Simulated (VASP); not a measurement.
# Ta3BeAl (Pm-3m) in VASP: further runs

Runs on Ta3BeAl. Level: PBE. Tasks: single point, relaxation of cell and atoms.

Program: VASP 6.6.1. These are calculated values, not measurements. Logs are shortened: lines on timing, memory, paths and dates and some standing lists are left out, and cuts for length are marked.

## Step 1: The cell of the first run

The structure is cubic, space group Pm-3m (No. 221). The conventional cell has a = 4.099 Å, b = 4.099 Å, c = 4.099 Å, α = 90.00°, β = 90.00°, γ = 90.00°. Ta (site symmetry 4/mmm) has 2 Al at 2.05 Å within 2.7 Å. Be (site symmetry m-3m) has 12 Ta at 2.90 Å and 8 Al at 3.55 Å within 3.8 Å. Al (site symmetry m-3m) has 6 Ta at 2.05 Å within 2.7 Å.

## Step 2: Single point, PBE

The input, INCAR:

```
  PREC = Accurate
  ENCUT = 520
  EDIFF = 1E-6
  ISMEAR = 0
  SIGMA = 0.1
  LREAL = F
  LASPH = T
  NELM = 80
  ALGO = Normal
  ISIF = 2
  LWAVE = F
  LCHARG = F
  GGA = PE
  NBANDS = 27
```

The input, KPOINTS:

```
Automatic mesh
0
Gamma
  4 4 4
```

The input, POSCAR:

```
Ta3BeAl
1.0
    4.0989548929      0.0000000000      0.0000000000
    0.0000000000      4.0989548929      0.0000000000
    0.0000000000      0.0000000000      4.0989548929
Ta Be Al
3 1 1
Direct
    0.0000000000      0.5000000000      0.5000000000
    0.5000000000      0.0000000000      0.5000000000
    0.5000000000      0.5000000000      0.0000000000
    0.0000000000      0.0000000000      0.0000000000
    0.5000000000      0.5000000000      0.5000000000
```

Potentials or basis: VASP PAW PBE potentials, release 64 (Ta_pv, Be, Al).

The run is started by

```
$ cat potpaw_PBE.64/Ta_pv/POTCAR potpaw_PBE.64/Be/POTCAR potpaw_PBE.64/Al/POTCAR > POTCAR
$ mpirun -np 1 vasp_std > vasp.out
```

OUTCAR:

```text
PREC = Accurate
   ENCUT = 520
   EDIFF = 1E-6
   ISMEAR = 0
   LREAL = F
   LASPH = T
   NELM = 80
   ISIF = 2
   GGA = PE

 ion  position               nearest neighbor table
   1  0.000  0.500  0.500-   5 2.05   5 2.05   4 2.90   2 2.90   3 2.90   4 2.90   2 2.90   4 2.90
                             4 2.90   2 2.90   3 2.90   3 2.90   3 2.90   2 2.90
   2  0.500  0.000  0.500-   5 2.05   5 2.05   4 2.90   1 2.90   3 2.90   4 2.90   1 2.90   3 2.90
                             3 2.90   3 2.90   1 2.90   4 2.90   4 2.90   1 2.90
   3  0.500  0.500  0.000-   5 2.05   5 2.05   4 2.90   1 2.90   1 2.90   2 2.90   2 2.90   2 2.90
                             4 2.90   2 2.90   1 2.90   4 2.90   1 2.90   4 2.90
   4  0.000  0.000  0.000-   1 2.90   2 2.90   3 2.90   1 2.90   2 2.90   1 2.90   3 2.90   1 2.90
                             2 2.90   3 2.90   2 2.90   3 2.90
   5  0.500  0.500  0.500-   1 2.05   2 2.05   3 2.05   3 2.05   2 2.05   1 2.05

  LATTYP: Found a simple cubic cell.
 ALAT       =     4.0989548929

  Lattice vectors:

 A1 = (   4.0989548929,   0.0000000000,   0.0000000000)
 A2 = (   0.0000000000,   4.0989548929,   0.0000000000)
 A3 = (   0.0000000000,   0.0000000000,   4.0989548929)

Analysis of symmetry for initial positions (statically):
=====================================================================
 Subroutine PRICEL returns:
 Original cell was already a primitive cell.

 Routine SETGRP: Setting up the symmetry group for a
 simple cubic supercell.

 Subroutine GETGRP returns: Found 48 space group operations
 (whereof 48 operations were pure point group operations)
 out of a pool of 48 trial point group operations.

The static configuration has the point symmetry O_h .

Analysis of symmetry for dynamics (positions and initial velocities):
=====================================================================
 Subroutine PRICEL returns:
 Original cell was already a primitive cell.

 Routine SETGRP: Setting up the symmetry group for a
 simple cubic supercell.

 Subroutine GETGRP returns: Found 48 space group operations
 (whereof 48 operations were pure point group operations)
 out of a pool of 48 trial point group operations.

The dynamic configuration has the point symmetry O_h .

 Subroutine INISYM returns: Found 48 space group operations
 (whereof 48 operations are pure point group operations),
 and found     1 'primitive' translations

----------------------------------------------------------------------------------------

                                     Primitive cell

[... 83 lines left out ...]
   EDIFFG = 0.1E-04   stopping-criterion for IOM
   NSW    =      0    number of steps for IOM
   IBRION =     -1    ionic relax: 0-MD 1-quasi-New 2-CG
   NFREE  =      0    steps in history (QN), initial steepest desc. (CG)
   ISIF   =      2    stress and relaxation
   ISYM   =      2    0-nonsym 1-usesym 2-fastsym
   POTIM  = 0.5000    time-step for ionic-motion
   TEBEG  =    0.0;   TEEND  =   0.0 temperature during run
   PSTRESS=    0.0 pullay stress
   NELECT =      38.0000    total number of electrons
   NUPDOWN=      -1.0000    fix difference up-down
   EMIN   =  10.00;   EMAX   =-10.00  energy-range for DOS
   EFERMI =   0.00;   METHOD = LEGACY
   ISMEAR =     0;   SIGMA  =   0.10  broadening in eV -4-tet -1-fermi 0-gaus
   EFERMI_NEDOS =   21; number of points for ismear=-14 and -15
   IALGO  =     38    algorithm
   IMIX   =      4    mixing-type and parameters
     AMIX     =   0.40;   BMIX     =  1.00
     AMIX_MAG =   1.60;   BMIX_MAG =  1.00
  volume/ion in A,a.u.               =      13.77        92.95
  Fermi-wavevector in a.u.,A,eV,Ry     =   1.342753  2.537436 24.531119  1.802986
  Thomas-Fermi vector in A             =   2.470882
   LORBIT       =      0    0 simple, 1 ext, 2 COOP (PROOUT), +10 PAW based schemes
   GGA     = PE    functional components
   LHFCALC =     F    Hartree Fock is set to
   AEXX    =    0.0000 exact exchange contribution
   IVDW    =     0    specifies the selected vdW correction
   LEPSILON=     F    determine dielectric tensor
   LRPA    =     F    only Hartree local field effects (RPA)
 non-spin polarized calculation
 Gauss-broadening in eV      SIGMA  =   0.10
  energy-cutoff  :      520.00
  volume of cell :       68.87
 maximum number of plane-waves:      1871
   NGX = 15   NGY = 15   NGZ = 15

 number of electron      38.0000020 magnetization

 Free energy of the ion-electron system (eV)
  ---------------------------------------------------
  ext. energy  EPLUGINS =         0.00000000
  ---------------------------------------------------
  free energy    TOTEN  =       -28.18620503 eV

  energy without entropy =      -28.16439730  energy(sigma->0) =      -28.17530117

 E-fermi :   6.7882     XC(G=0): -12.3468

 val. band max:        6.7521452339   @ k =   0.2500   0.2500   0.0000
 cond. band min:       6.9496939846   @ k =   0.5000   0.5000   0.5000
 fundamental gap:      0.1975487507
 Fermi energy:         6.7881716827

 k-point     1 :       0.0000    0.0000    0.0000
  band No.  band energies     occupation
      1     -27.6701      2.00000
      2     -27.6701      2.00000
      3     -27.6701      2.00000
      4     -26.6131      2.00000
      5     -26.6131      2.00000
      6     -26.6131      2.00000
[... 289 lines left out ...]
     26      13.1686      0.00000
     27      13.1688      0.00000

------------------------ aborting loop because EDIFF is reached ----------------------------------------

  FORCE on cell =-STRESS in cart. coord.  units (eV):
  Direction    XX          YY          ZZ          XY          YZ          ZX
  --------------------------------------------------------------------------------------
  -------------------------------------------------------------------------------------
  Total       38.9717324     38.9717324     38.9717324     -0.0000000     -0.0000000      0.0000000
  in kB      906.6525273    906.6525273    906.6525273     -0.0000000     -0.0000000      0.0000000
  external PRESSURE =     906.6525273 kB  Pullay stress =       0.0000000 kB

 VOLUME and BASIS-vectors are now :
 -----------------------------------------------------------------------------
  energy-cutoff  :      520.00
  volume of cell :       68.87
      direct lattice vectors                 reciprocal lattice vectors
     4.098954893  0.000000000  0.000000000     0.243964627  0.000000000  0.000000000
     0.000000000  4.098954893  0.000000000     0.000000000  0.243964627  0.000000000
     0.000000000  0.000000000  4.098954893     0.000000000  0.000000000  0.243964627

 POSITION                                       TOTAL-FORCE (eV/Angst)
 -----------------------------------------------------------------------------------
      0.00000      2.04948      2.04948         0.000000      0.000000      0.000000
      2.04948      0.00000      2.04948         0.000000      0.000000      0.000000
      2.04948      2.04948      0.00000         0.000000      0.000000      0.000000
      0.00000      0.00000      0.00000         0.000000      0.000000      0.000000
      2.04948      2.04948      2.04948         0.000000      0.000000      0.000000
 -----------------------------------------------------------------------------------
    total drift:                                0.000000      0.000000     -0.000000

  FREE ENERGIE OF THE ION-ELECTRON SYSTEM (eV)
  ---------------------------------------------------
  free  energy   TOTEN  =       -28.1862050320 eV

  energy  without entropy=      -28.1643973009  energy(sigma->0) =      -28.17530117
```

stdout:

```text
POSCAR found type information on POSCAR TaBeAl
 POSCAR found :  3 types and       5 ions
 scaLAPACK will be used
 LDA part: xc-table for (Slater+PW92), standard interpolation
 POSCAR, INCAR and KPOINTS ok, starting setup
 FFT: planning ... GRIDC
 FFT: planning ... GRID_SOFT
 FFT: planning ... GRID
 WAVECAR not read
 entering main loop
```

Wall time 7.1 s (1 thread of AMD EPYC 9R45 (Zen 5), shared host); peak memory 0.14 GiB.

Results:

- Free energy: -28.1862 eV
- Pressure: 90.7 GPa
- Band gap on the k mesh: zero (band 19 reaches 7.83 eV, above the bottom of band 20 at 6.72 eV)

Levels at points of the mesh, in eV from the Fermi level:
| k point | band 17 | band 18 | band 19 | band 20 | band 21 | band 22 |
| --- | --- | --- | --- | --- | --- | --- |
| (0.00, 0.00, 0.00) | 1.04 | 1.04 | 1.04 | 2.07 | 2.07 | 2.65 |
| (0.50, 0.00, 0.00) | -1.17 | -1.17 | -0.38 | 0.94 | 1.41 | 1.88 |
| (0.50, 0.50, 0.00) | -1.97 | -0.91 | -0.91 | 0.86 | 0.86 | 1.23 |
| (0.50, 0.50, 0.50) | -0.47 | 0.16 | 0.16 | 0.16 | 0.85 | 0.85 |

Caveat: the k points lie up to 0.38 Å⁻¹ apart; spin-orbit coupling is left out, which moves the levels of the heavy elements.

## Step 3: Single point, PBE

This run uses another cell than the first one, of 20.22 Å³/atom, 1.468 times its volume.

The input, INCAR:

```
SYSTEM = Ta3BeAl
PREC     = Accurate       ! precision mode
ENCUT    = 520            ! plane-wave cutoff, eV
EDIFF    = 1E-6           ! SCF threshold, eV
ISMEAR   = 0              ! smearing method
SIGMA    = 0.1            ! smearing width, eV
LREAL    = .False.        ! projectors in reciprocal space
LASPH    = .True.         ! aspherical terms in the spheres
NELM     = 60             ! most SCF steps
ALGO     = Normal         ! electronic algorithm
ISIF     = 2              ! what is computed and relaxed
LWAVE    = .False.        ! write WAVECAR
LCHARG   = .True.         ! write CHGCAR
GGA      = PE             ! functional
LELF     = .True.         ! ELF
LVHAR    = .True.       
NBANDS   = 27             ! bands
```

The input, KPOINTS:

```
Automatic mesh
0
Gamma
  4 4 4
  0 0 0
```

POSCAR: that of step 2 with these lines changed.

```diff
@@ -2,5 +2,5 @@
 1.0
-    4.0989548929      0.0000000000      0.0000000000
-    0.0000000000      4.0989548929      0.0000000000
-    0.0000000000      0.0000000000      4.0989548929
+    4.6583461413      0.0000000000      0.0000000000
+    0.0000000000      4.6583461413      0.0000000000
+    0.0000000000      0.0000000000      4.6583461413
 Ta Be Al
```

Potentials or basis: VASP PAW PBE potentials, release 64 (Ta_pv, Be, Al).

The run is started by

```
$ cat potpaw_PBE.64/Ta_pv/POTCAR potpaw_PBE.64/Be/POTCAR potpaw_PBE.64/Al/POTCAR > POTCAR
$ mpirun -np 1 vasp_std > vasp.out
```

Wall time 12 s (1 thread of AMD EPYC 9R45 (Zen 5), shared host); peak memory 0.18 GiB.

Results (log left out):

```yaml
Free_energy: -34.9522 eV
Pressure: 0.4 GPa
Band_gap_on_the_k_mesh: zero (band 19 reaches 4.11 eV, above the bottom of band 20 at 4.00 eV)
```

Levels at points of the mesh, in eV from the Fermi level:
```tsv
k point	band 15	band 16	band 17	band 18	band 19	band 20	band 21	band 22	band 23	band 24
(0.00, 0.00, 0.00)	-1.79	-1.79	-0.08	-0.08	-0.08	1.26	1.26	1.65	1.65	1.65
(0.50, 0.00, 0.00)	-1.58	-1.58	-1.39	-1.39	-0.27	0.51	1.01	1.29	1.32	1.32
(0.50, 0.50, 0.00)	-1.37	-1.37	-1.18	-0.60	-0.60	0.45	0.45	0.57	1.36	1.83
(0.50, 0.50, 0.50)	-0.67	-0.67	-0.67	0.13	0.13	0.13	0.39	0.39	0.39	2.35
```

Caveat: spin-orbit coupling is left out, which moves the levels of the heavy elements.

## Step 4: Relaxation of cell and atoms, PBE

The input, INCAR:

```
SYSTEM = Ta3BeAl
PREC = Accurate
ENCUT = 600
EDIFF = 1E-6
ISMEAR = 0
SIGMA = 0.1
LREAL = .False.
LASPH = .True.
NELM = 80
ALGO = Normal
ISIF = 3
LWAVE = .False.
LCHARG = .False.
GGA = PE
IBRION = 2
NSW = 90
EDIFFG = -0.04
```

KPOINTS is that of step 3.

POSCAR: that of step 3 with these lines changed.

```diff
@@ -2,5 +2,5 @@
 1.0
-    4.6583461413      0.0000000000      0.0000000000
-    0.0000000000      4.6583461413      0.0000000000
-    0.0000000000      0.0000000000      4.6583461413
+    4.0989548929      0.0000000000      0.0000000000
+    0.0000000000      4.0989548929      0.0000000000
+    0.0000000000      0.0000000000      4.0989548929
 Ta Be Al
```

The run is started by

```
$ cat potpaw_PBE.64/Ta_pv/POTCAR potpaw_PBE.64/Be/POTCAR potpaw_PBE.64/Al/POTCAR > POTCAR
$ mpirun -np 1 vasp_std > vasp.out
```

Run time: 46 s. Hardware: 1 thread of AMD EPYC 9R45 (Zen 5), shared host; peak memory 0.19 GiB.

It converged, with:

| Property | Result |
| --- | --- |
| Free energy | -34.9463 eV |
| Relaxed volume | 20.28 Å³/atom |
| Relaxed cell | a = 4.663 Å, b = 4.663 Å, c = 4.663 Å, α = 90.00°, β = 90.00°, γ = 90.00° |
| Space group after relaxing (to 0.05 Å) | Pm-3m (No. 221) |
| Energy gained by relaxing | 1351.9 meV/atom |
| Ionic steps | 5 |
| Pressure after relaxing | 0.0 GPa |
| Band gap on the k mesh | zero (band 19 reaches 4.08 eV, above the bottom of band 20 at 3.98 eV) |

The path:
```csv
step,energy change (eV),largest force (eV/Å),pressure (GPa),volume (Å³)
1,0.0000,0.0000,90.68,68.87
2,1.0120,0.0000,-18.99,179.45
3,-6.6900,0.0000,-4.62,106.07
4,-6.7510,0.0000,-1.67,103.00
5,-6.7593,0.0000,0.03,101.41
```

Final structure:
```xyz
5
Lattice="4.6633 0.0000 0.0000 0.0000 4.6633 0.0000 0.0000 0.0000 4.6633" Properties=species:S:1:pos:R:3 pbc="T T T"
Ta    0.0000    2.3316    2.3316
Ta    2.3316    0.0000    2.3316
Ta    2.3316    2.3316    0.0000
Be    0.0000    0.0000    0.0000
Al    2.3316    2.3316    2.3316
```

Levels at points of the mesh, in eV from the Fermi level:
| k point | band 17 | band 18 | band 19 | band 20 | band 21 | band 22 |
| --- | --- | --- | --- | --- | --- | --- |
| (0.00, 0.00, 0.00) | -0.08 | -0.08 | -0.08 | 1.26 | 1.26 | 1.64 |
| (0.50, 0.00, 0.00) | -1.39 | -1.39 | -0.27 | 0.51 | 1.00 | 1.28 |
| (0.50, 0.50, 0.00) | -1.17 | -0.59 | -0.59 | 0.44 | 0.44 | 0.56 |
| (0.50, 0.50, 0.50) | -0.67 | 0.13 | 0.13 | 0.13 | 0.39 | 0.39 |

Caveat: the k points lie up to 0.34 Å⁻¹ apart in the final cell; the volume moved by over 15 % at a fixed basis, so the end points are rough; spin-orbit coupling is left out, which moves the levels of the heavy elements.

## Step 5: Single point, PBE

This run uses another cell than the first one, of 20.25 Å³/atom, 1.470 times its volume.

The input, INCAR:

```
SYSTEM = Ta3BeAl
  PREC = Accurate
  ENCUT = 520
  EDIFF = 1E-6
  ISMEAR = 0
  SIGMA = 0.1
  LREAL = .False.
  LASPH = .True.
  NELM = 60
  ALGO = Fast
  ISIF = 2
  LWAVE = .False.
  LCHARG = .False.
  GGA = PE
  NBANDS = 27
```

The input, KPOINTS:

```
Automatic mesh
0
Gamma
  8 8 8
  0 0 0
```

POSCAR: that of step 4 with these lines changed.

```diff
@@ -2,5 +2,5 @@
 1.0
-    4.0989548929      0.0000000000      0.0000000000
-    0.0000000000      4.0989548929      0.0000000000
-    0.0000000000      0.0000000000      4.0989548929
+    4.6611324024      0.0000000000      0.0000000000
+    0.0000000000      4.6611324024      0.0000000000
+    0.0000000000      0.0000000000      4.6611324024
 Ta Be Al
```

The run is started by

```
$ cat potpaw_PBE.64/Ta_pv/POTCAR potpaw_PBE.64/Be/POTCAR potpaw_PBE.64/Al/POTCAR > POTCAR
$ mpirun -np 1 vasp_std > vasp.out
```

Run time: 46 s. Hardware: 1 thread of AMD EPYC 9R45 (Zen 5), shared host; peak memory 0.23 GiB.

Results (log left out):

| Quantity | Value |
| --- | --- |
| Free energy | -35.0206 eV |
| Pressure | 0.0 GPa |
| Band gap on the k mesh | zero (band 19 reaches 4.09 eV, above the bottom of band 20 at 3.99 eV) |

Levels at points of the mesh, in eV from the Fermi level:
| k point | band 17 | band 18 | band 19 | band 20 | band 21 | band 22 |
| --- | --- | --- | --- | --- | --- | --- |
| (0.00, 0.00, 0.00) | -0.15 | -0.15 | -0.15 | 1.19 | 1.19 | 1.58 |
| (0.50, 0.00, 0.00) | -1.46 | -1.46 | -0.34 | 0.44 | 0.93 | 1.21 |
| (0.50, 0.50, 0.00) | -1.25 | -0.66 | -0.66 | 0.38 | 0.38 | 0.49 |
| (0.50, 0.50, 0.50) | -0.74 | 0.06 | 0.06 | 0.06 | 0.32 | 0.32 |

Caveat: spin-orbit coupling is left out, which moves the levels of the heavy elements.

## Step 6: Relaxation of cell and atoms, PBE

This run uses another cell than the first one, of 20.22 Å³/atom, 1.468 times its volume.

The input, INCAR:

```
SYSTEM = Ta3BeAl
  PREC = Accurate
  ENCUT = 600
  EDIFF = 1E-6
  ISMEAR = 0
  SIGMA = 0.1
  LREAL = .False.
  LASPH = .True.
  NELM = 60
  ALGO = Fast
  ISIF = 3
  LWAVE = .False.
  LCHARG = .False.
  GGA = PE
  IBRION = 2
  NSW = 100
  EDIFFG = -0.01
```

The input, KPOINTS:

```
regular mesh
0
Gamma
  8 8 8
  0 0 0
```

POSCAR: that of step 5 with these lines changed.

```diff
@@ -2,5 +2,5 @@
 1.0
-    4.6611324024      0.0000000000      0.0000000000
-    0.0000000000      4.6611324024      0.0000000000
-    0.0000000000      0.0000000000      4.6611324024
+    4.6583461413      0.0000000000      0.0000000000
+    0.0000000000      4.6583461413      0.0000000000
+    0.0000000000      0.0000000000      4.6583461413
 Ta Be Al
```

Potentials or basis: VASP PAW PBE potentials, release 64 (Ta_pv, Be, Al).

The run is started by

```
$ cat potpaw_PBE.64/Ta_pv/POTCAR potpaw_PBE.64/Be/POTCAR potpaw_PBE.64/Al/POTCAR > POTCAR
$ mpirun -np 1 vasp_std > vasp.out
```

Wall time 1.9 min (1 thread of AMD EPYC 9R45 (Zen 5), shared host); peak memory 0.28 GiB.

Results (log left out):

```
Free energy                            : -35.0215 eV
Relaxed volume                         : 20.26 Å³/atom
Relaxed cell                           : a = 4.662 Å, b = 4.662 Å, c = 4.662 Å, α = 90.00°, β = 90.00°, γ = 90.00°
Space group after relaxing (to 0.05 Å) : Pm-3m (No. 221)
Energy gained by relaxing              : 0.0 meV/atom
Ionic steps                            : 3
Pressure after relaxing                : 0.0 GPa
Band gap on the k mesh                 : zero (band 19 reaches 4.09 eV, above the bottom of band 20 at 3.98 eV)
```

The path:
| step | energy change (eV) | largest force (eV/Å) | pressure (GPa) | volume (Å³) |
| --- | --- | --- | --- | --- |
| 1 | 0.0000 | 0.0000 | 0.23 | 101.09 |
| 2 | 0.0000 | 0.0000 | -0.21 | 101.51 |
| 3 | -0.0002 | 0.0000 | 0.00 | 101.31 |

Final structure:
```
CELL_PARAMETERS angstrom
4.66183 0.00000 0.00000
0.00000 4.66183 0.00000
0.00000 0.00000 4.66183
ATOMIC_POSITIONS crystal
Ta 0.00000 0.50000 0.50000
Ta 0.50000 0.00000 0.50000
Ta 0.50000 0.50000 0.00000
Be 0.00000 0.00000 0.00000
Al 0.50000 0.50000 0.50000
```

Levels at points of the mesh, in eV from the Fermi level:
```
           k point  band 15  band 16  band 17  band 18  band 19  band 20  band 21  band 22  band 23
(0.00, 0.00, 0.00)    -1.86    -1.86    -0.15    -0.15    -0.15     1.19     1.19     1.58     1.58
(0.50, 0.00, 0.00)    -1.64    -1.64    -1.46    -1.46    -0.34     0.44     0.94     1.21     1.24
(0.50, 0.50, 0.00)    -1.44    -1.44    -1.25    -0.66    -0.66     0.37     0.37     0.49     1.29
(0.50, 0.50, 0.50)    -0.74    -0.74    -0.74     0.06     0.06     0.06     0.32     0.32     0.32
```

Caveat: spin-orbit coupling is left out, which moves the levels of the heavy elements.

## Step 7: Summary

| task | cell | k mesh | cutoff (eV) | gap on the mesh (eV) | pressure (GPa) | relaxed volume (Å³/atom) |
| --- | --- | --- | --- | --- | --- | --- |
| single point | a = 4.099 Å, 5 atoms | 4 × 4 × 4 | 520 | none | 90.7 | - |
| single point | a = 4.658 Å, 5 atoms | 4 × 4 × 4 | 520 | none | 0.4 | - |
| relaxation of cell and atoms | relaxed from a = 4.099 Å, 5 atoms | 4 × 4 × 4 | 600 | none | 0.0 | 20.28 |
| single point | a = 4.661 Å, 5 atoms | 8 × 8 × 8 | 520 | none | 0.0 | - |
| relaxation of cell and atoms | relaxed from a = 4.658 Å, 5 atoms | 8 × 8 × 8 | 600 | none | 0.0 | 20.26 |

Alike in all rows: level PBE; potentials or basis VASP PAW PBE potentials, release 64 (Ta_pv, Be, Al); no spin polarisation; smearing gaussian 0.1 eV.

Caveats: some runs use coarse meshes; spin-orbit coupling is left out, which moves the levels of the heavy elements; the volume moved by over 15 % at a fixed basis, so the end points are rough (some runs).

Absolute energies hang on the potentials; compare differences alone.
